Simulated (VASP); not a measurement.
Input of a VASP 6.6.1 run:

File POSCAR:

```
Sc
1.0
    3.2549071006      0.0000000000      0.0000000000
   -1.6274535503      2.8188322361      0.0000000000
    0.0000000000      0.0000000000      4.9918774938
Sc
2
Direct
    0.3333333333      0.6666666667      0.2500000000
    0.6666666667      0.3333333333      0.7500000000
```

Contents of INCAR.step1:

```
PREC     = Accurate       # precision mode
ENCUT    = 520            # plane-wave cutoff, eV
ISMEAR   = 1              # smearing method
SIGMA    = 0.05           # smearing width, eV
LREAL    = F              # projectors in reciprocal space
LASPH    = T              # aspherical terms in the spheres
NELM     = 80             # most SCF steps
NBANDS   = 18             # bands
GGA      = PE             # functional
ALGO     = Normal         # electronic algorithm
EDIFF    = 1E-4           # SCF threshold, eV
LWAVE    = T              # write WAVECAR
LCHARG   = F              # write CHGCAR
```

The input INCAR.step2:

```
PREC     = Accurate       # precision mode
ENCUT    = 520            # plane-wave cutoff, eV
EDIFF    = 1E-7           # SCF threshold, eV
ISMEAR   = 1              # smearing method
SIGMA    = 0.05           # smearing width, eV
LREAL    = F              # projectors in reciprocal space
LASPH    = T              # aspherical terms in the spheres
NELM     = 80             # most SCF steps
ALGO     = Normal         # electronic algorithm
ISIF     = 2              # what is computed and relaxed
LWAVE    = F              # write WAVECAR
LCHARG   = F              # write CHGCAR
METAGGA  = R2SCAN         # meta-GGA
LMIXTAU  = T            
NBANDS   = 18             # bands
ISTART   = 1
```

The input KPOINTS:

```
Automatic mesh
0
Gamma
  8 8 4
```

Potentials or basis: VASP PAW PBE potentials, release 64 (Sc_sv).

Command:

```bash
$ cat potpaw_PBE.64/Sc_sv/POTCAR > POTCAR
$ cp INCAR.step1 INCAR
$ mpirun -np 1 vasp_std > vasp.out
$ cp INCAR.step2 INCAR
$ mpirun -np 1 vasp_std > vasp.out
```

Task: What does it give for the band gap on the k mesh?

Result: Zero (bands 11 and 12 overlap by 1.81 eV).

Task: What does it give for the pressure?

Result: 5.2 GPa.

Caveat: the cell stands under pressure; the PAW data sets were made with another functional, which shifts forces and pressure a little.
